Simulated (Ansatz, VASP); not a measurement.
## TaN: VASP beside Ansatz

```
Ta N
1.0
     5.19963    0.00000    0.00000
    -2.59981    4.50301    0.00000
     0.00000    0.00000    2.99767
Ta N
3 3
Cartesian
  0.0000 3.0020 1.4988
  2.5998 1.5010 1.4988
  0.0000 0.0000 0.0000
  2.0391 0.0000 0.0000
  1.5802 2.7371 0.0000
  -1.0196 1.7660 0.0000
```

Change from the starting cell: strain along c alone, the other axes held, atoms relaxed: +3.0 %.

Alike in both runs: functional r2SCAN; k mesh 12 × 12 × 12; occupations gaussian, width 0.1 eV; no spin polarisation.

Ansatz relaxed the structure, and its values are those at the end. VASP's run is a single point on that final structure, the one shown.

|  | VASP | Ansatz |
| --- | --- | --- |
| version | VASP 6.6.1 | Ansatz 0.2.0 |
| potentials or method | VASP PAW PBE potentials, release 64 (Ta_pv, N), cutoff 520 eV | scalar-relativistic, plane waves, PAW |
| valence electrons in the cell | 48 | 54 |

Ansatz gave:

- gap on the k mesh at the Fermi level (eV): none
- pressure (GPa): -9.3
- rms of the force components (eV/Å): 0.001

Estimate VASP's values.

gap on the k mesh at the Fermi level (eV): none; pressure (GPa): -7.9; rms of the force components (eV/Å): 0.005.

VASP's potentials were made for PBE, not for r2SCAN. A gap of «none» marks a metal or a gap that the smearing closes. VASP's potentials hold 48 valence electrons a cell and Ansatz's 54, so a difference there can come from the potentials and not from the codes. Ansatz's warnings: stress scf threshold loose.

Spin-orbit coupling is off throughout.
